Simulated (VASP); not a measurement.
# Re (Fm-3m) in VASP: single point with PBEsol

Aim: the single point of Re with PBEsol.

All numbers are computed with VASP 6.6.1; they aren't measurements. Logs are shortened: lines on timing, memory, paths and dates and some standing lists are left out, and cuts for length are marked.

### Step 1. The cell of the first run

It takes space group Fm-3m (No. 225, cubic). The conventional cell has a = 3.881 Å, b = 3.881 Å, c = 3.881 Å, α = 90.00°, β = 90.00°, γ = 90.00°. Within 3.6 Å of Re (site symmetry m-3m) lie 12 Re at 2.74 Å.

This isn't the form of Re at room conditions, which is hcp.

### Step 2. Single point, PBEsol

Contents of INCAR:

```
SYSTEM = Re
  PREC = Accurate
  ENCUT = 600
  EDIFF = 1E-6
  ISMEAR = 0
  SIGMA = 0.1
  LREAL = .False.
  LASPH = .True.
  NELM = 120
  ALGO = Normal
  ISIF = 2
  LWAVE = .False.
  LCHARG = .True.
  GGA = PS
  LELF = .True.
  LVHAR = .True.
  NBANDS = 10
  GGA_COMPAT = .False.
```

Contents of KPOINTS:

```
regular mesh
0
Gamma
  18 18 18
  0 0 0
```

Contents of POSCAR:

```
Re
1.0
    0.0000000000      1.9402523238      1.9402523238
    1.9402523238      0.0000000000      1.9402523238
    1.9402523238      1.9402523238      0.0000000000
Re
1
Direct
    0.0000000000      0.0000000000      0.0000000000
```

Potentials or basis: VASP PAW PBE potentials, release 64 (Re).

The run is started by

```sh
cat potpaw_PBE.64/Re/POTCAR > POTCAR
mpirun -np 1 vasp_std > vasp.out
```

OUTCAR:

```text
SYSTEM = Re
   PREC = Accurate
   ENCUT = 600
   EDIFF = 1E-6
   ISMEAR = 0
   LREAL = .False.
   LASPH = .True.
   NELM = 120
   ISIF = 2
   GGA = PS

 ion  position               nearest neighbor table
   1  0.000  0.000  0.000-

  LATTYP: Found a face centered cubic cell.
 ALAT       =     3.8805046476

  Lattice vectors:

 A1 = (   0.0000000000,   1.9402523238,   1.9402523238)
 A2 = (   1.9402523238,   0.0000000000,   1.9402523238)
 A3 = (   1.9402523238,   1.9402523238,   0.0000000000)

Analysis of symmetry for initial positions (statically):
=====================================================================
 Subroutine PRICEL returns:
 Original cell was already a primitive cell.

 Routine SETGRP: Setting up the symmetry group for a
 face centered cubic supercell.

 Subroutine GETGRP returns: Found 48 space group operations
 (whereof 48 operations were pure point group operations)
 out of a pool of 48 trial point group operations.

The static configuration has the point symmetry O_h .

Analysis of symmetry for dynamics (positions and initial velocities):
=====================================================================
 Subroutine PRICEL returns:
 Original cell was already a primitive cell.

 Routine SETGRP: Setting up the symmetry group for a
 face centered cubic supercell.

 Subroutine GETGRP returns: Found 48 space group operations
 (whereof 48 operations were pure point group operations)
 out of a pool of 48 trial point group operations.

The dynamic configuration has the point symmetry O_h .

 Subroutine INISYM returns: Found 48 space group operations
 (whereof 48 operations are pure point group operations),
 and found     1 'primitive' translations

----------------------------------------------------------------------------------------

                                     Primitive cell

  volume of cell :      14.6085

  direct lattice vectors                    reciprocal lattice vectors
     0.000000000  1.940252324  1.940252324    -0.257698442  0.257698442  0.257698442
     1.940252324  0.000000000  1.940252324     0.257698442 -0.257698442  0.257698442
     1.940252324  1.940252324  0.000000000     0.257698442  0.257698442 -0.257698442

  length of vectors
     2.743931151  2.743931151  2.743931151     0.446346794  0.446346794  0.446346794

  position of ions in fractional coordinates (direct lattice)
     0.000000000  0.000000000  0.000000000

  ion indices of the primitive-cell ions
   primitive index   ion index
                 1           1

----------------------------------------------------------------------------------------

 KPOINTS: regular mesh

Automatic generation of k-mesh.
 Grid dimensions read from file:
 generate k-points for:   18   18   18

 Generating k-lattice:

  Cartesian coordinates                     Fractional coordinates (reciprocal lattice)
    -0.014316580  0.014316580  0.014316580     0.055555556  0.000000000  0.000000000
     0.014316580 -0.014316580  0.014316580     0.000000000  0.055555556  0.000000000
     0.014316580  0.014316580 -0.014316580     0.000000000  0.000000000  0.055555556

  Length of vectors
     0.024797044  0.024797044  0.024797044

  Shift w.r.t. Gamma in fractional coordinates (k-lattice)
     0.000000000  0.000000000  0.000000000

 Subroutine IBZKPT returns following result:
 ===========================================

 Found    195 irreducible k-points:

 Following reciprocal coordinates:
            Coordinates               Weight
  0.000000  0.000000  0.000000      1.000000
  0.055556  0.000000  0.000000      8.000000
  0.111111  0.000000  0.000000      8.000000
  0.166667  0.000000  0.000000      8.000000
  0.222222  0.000000  0.000000      8.000000
  0.277778  0.000000  0.000000      8.000000
[... 16 lines left out ...]
 -0.277778  0.055556  0.000000     24.000000
 -0.222222  0.055556  0.000000     24.000000
 [... further k-points ...]
   k-points           NKPTS =    195   k-points in BZ     NKDIM =    195   number of bands    NBANDS=     10
   number of dos      NEDOS =    301   number of ions     NIONS =      1
   total plane-waves  NPLWV =  13824
   dimension x,y,z NGX =    24 NGY =   24 NGZ =   24
   dimension x,y,z NGXF=    48 NGYF=   48 NGZF=   48
   ions per type =               1
   NGX,Y,Z   is equivalent  to a cutoff of  14.54, 14.54, 14.54 a.u.
   NGXF,Y,Z  is equivalent  to a cutoff of  29.08, 29.08, 29.08 a.u.
 SYSTEM =  Re
   PREC   = accura    normal or accurate (medium, high low for compatibility)
   ISTART =      0    job   : 0-new  1-cont  2-samecut
   ICHARG =      2    charge: 1-file 2-atom 10-const
   ISPIN  =      1    spin polarized calculation?
   LNONCOLLINEAR =      F non collinear calculations
   LSORBIT =      F    spin-orbit coupling
   LASPH  =      T    aspherical Exc in radial PAW
   ENCUT  =  600.0 eV  44.10 Ry    6.64 a.u.   5.48  5.48  5.48*2*pi/ulx,y,z
   NELM   =    120;   NELMIN=  2; NELMDL= -5     # of ELM steps
   EDIFF  = 0.1E-05   stopping-criterion for ELM
   LREAL  =      F    real-space projection
[... 7 lines left out ...]
   TEBEG  =    0.0;   TEEND  =   0.0 temperature during run
   PSTRESS=    0.0 pullay stress
   NELECT =       7.0000    total number of electrons
   NUPDOWN=      -1.0000    fix difference up-down
   EMIN   =  10.00;   EMAX   =-10.00  energy-range for DOS
   EFERMI =   0.00;   METHOD = LEGACY
   ISMEAR =     0;   SIGMA  =   0.10  broadening in eV -4-tet -1-fermi 0-gaus
   EFERMI_NEDOS =   21; number of points for ismear=-14 and -15
   IALGO  =     38    algorithm
   IMIX   =      4    mixing-type and parameters
     AMIX     =   0.40;   BMIX     =  1.00
     AMIX_MAG =   1.60;   BMIX_MAG =  1.00
  volume/ion in A,a.u.               =      14.61        98.58
  Fermi-wavevector in a.u.,A,eV,Ry     =   1.281069  2.420870 22.329047  1.641139
  Thomas-Fermi vector in A             =   2.413461
   LORBIT       =      0    0 simple, 1 ext, 2 COOP (PROOUT), +10 PAW based schemes
   GGA     = PS    functional components
   LHFCALC =     F    Hartree Fock is set to
   AEXX    =    0.0000 exact exchange contribution
   IVDW    =     0    specifies the selected vdW correction
   LEPSILON=     F    determine dielectric tensor
   LRPA    =     F    only Hartree local field effects (RPA)
 non-spin polarized calculation
 Gauss-broadening in eV      SIGMA  =   0.10
  energy-cutoff  :      600.00
  volume of cell :       14.61
 maximum number of plane-waves:       531
 NGX is ok and might be reduce to    24
   NGX = 11   NGY = 11   NGZ = 11

 number of electron       7.0000000 magnetization

 Free energy of the ion-electron system (eV)
  ---------------------------------------------------
  ext. energy  EPLUGINS =         0.00000000
  ---------------------------------------------------
  free energy    TOTEN  =       -13.30309888 eV

  energy without entropy =      -13.29881986  energy(sigma->0) =      -13.30095937

 E-fermi :   8.0678     XC(G=0): -13.8601

 val. band max:        8.0584739016   @ k =  -0.3889   0.4444   0.0556
 cond. band min:       8.0991163295   @ k =  -0.3333   0.2778   0.0000
 fundamental gap:      0.0406424279
 Fermi energy:         8.0677571928

 k-point     1 :       0.0000    0.0000    0.0000
  band No.  band energies     occupation
      1      -2.1381      2.00000
      2       6.1356      2.00000
      3       6.1356      2.00000
      4       6.1356      2.00000
      5       9.3594      0.00000
      6       9.3594      0.00000
      7      22.0370      0.00000
      8      27.7093      0.00000
      9      27.7093      0.00000
     10      27.7093      0.00000

 k-point     2 :       0.0556    0.0000    0.0000
  band No.  band energies     occupation
      1      -1.9926      2.00000
      2       6.0351      2.00000
      3       6.2046      2.00000
      4       6.2046      2.00000
      5       9.3025      0.00000
      6       9.3025      0.00000
      7      22.3221      0.00000
      8      26.9488      0.00000
      9      27.9760      0.00000
     10      27.9760      0.00000

 k-point     3 :       0.1111    0.0000    0.0000
  band No.  band energies     occupation
      1      -1.5722      2.00000
      2       5.7768      2.00000
      3       6.3846      2.00000
      4       6.3846      2.00000
      5       9.1756      0.00000
      6       9.1756      0.00000
      7      23.0941      0.00000
      8      25.5801      0.00000
      9      28.7506      0.00000
     10      28.7506      0.00000

 k-point     4 :       0.1667    0.0000    0.0000
  band No.  band energies     occupation
      1      -0.9307      2.00000
      2       5.4746      2.00000
      3       6.5820      2.00000
      4       6.5820      2.00000
      5       9.1112      0.00000
      6       9.1112      0.00000
      7      23.6274      0.00000
      8      24.7994      0.00000
      9      29.9658      0.00000
     10      29.9658      0.00000
[... 222 lines left out ...]
 k-point    22 :      -0.3333    0.0556    0.0000
  band No.  band energies     occupation
      1       1.1430      2.00000
      2       6.1246      2.00000
      3       6.1556      2.00000
      4       6.3226      2.00000
      5      10.2958      0.00000
      6      11.3683      0.00000
      7      20.2772      0.00000
      8      23.9294      0.00000
      9      29.7734      0.00000
     10      31.8041      0.00000

 k-point    23 :      -0.2778    0.0556    0.0000
  band No.  band energies     occupation
      1       0.8100      2.00000
      2       5.4214      2.00000
      3       6.3963      2.00000
      4       6.5532      2.00000
      5       9.5162      0.00000
      6      10.6370      0.00000
      7      21.3448      0.00000
      8      25.4569      0.00000
      9      30.9602      0.00000
     10      32.0032      0.00000

 k-point    24 :      -0.2222    0.0556    0.0000
  band No.  band energies     occupation
      1       0.1910      2.00000
      2       5.1665      2.00000
      3       6.5996      2.00000
      4       6.7356      2.00000
      5       8.9186      0.00000
      6       9.9872      0.00000
      7      22.4377      0.00000
      8      25.9790      0.00000
      9      30.7049      0.00000
     10      32.0145      0.00000

 [... further k-points ...]

------------------------ aborting loop because EDIFF is reached ----------------------------------------

  FORCE on cell =-STRESS in cart. coord.  units (eV):
  Direction    XX          YY          ZZ          XY          YZ          ZX
  --------------------------------------------------------------------------------------
  -------------------------------------------------------------------------------------
  Total        0.0059379      0.0059379      0.0059379      0.0000000      0.0000000      0.0000000
  in kB        0.6512321      0.6512321      0.6512321      0.0000000      0.0000000      0.0000000
  external PRESSURE =       0.6512321 kB  Pullay stress =       0.0000000 kB

 VOLUME and BASIS-vectors are now :
 -----------------------------------------------------------------------------
  energy-cutoff  :      600.00
  volume of cell :       14.61
      direct lattice vectors                 reciprocal lattice vectors
     0.000000000  1.940252324  1.940252324    -0.257698442  0.257698442  0.257698442
     1.940252324  0.000000000  1.940252324     0.257698442 -0.257698442  0.257698442
     1.940252324  1.940252324  0.000000000     0.257698442  0.257698442 -0.257698442

 POSITION                                       TOTAL-FORCE (eV/Angst)
 -----------------------------------------------------------------------------------
      0.00000      0.00000      0.00000        -0.000000     -0.000000      0.000000
 -----------------------------------------------------------------------------------
    total drift:                                0.000000      0.000000     -0.000000

  FREE ENERGIE OF THE ION-ELECTRON SYSTEM (eV)
  ---------------------------------------------------
  free  energy   TOTEN  =       -13.3030988772 eV

  energy  without entropy=      -13.2988198562  energy(sigma->0) =      -13.30095937
```

Wall time 14 s (1 thread of Intel Xeon Platinum 8559C (Emerald Rapids), shared host); peak memory 0.17 GiB.

Results:

```yaml
Free_energy: -13.3031 eV
Pressure: 0.1 GPa
Band_gap_on_the_k_mesh: zero (an odd number of electrons rules out a gap without spin polarisation)
```

Caveat: the PAW data sets were made with another functional, which shifts forces and pressure a little; spin-orbit coupling is left out, which moves the levels of the heavy elements.
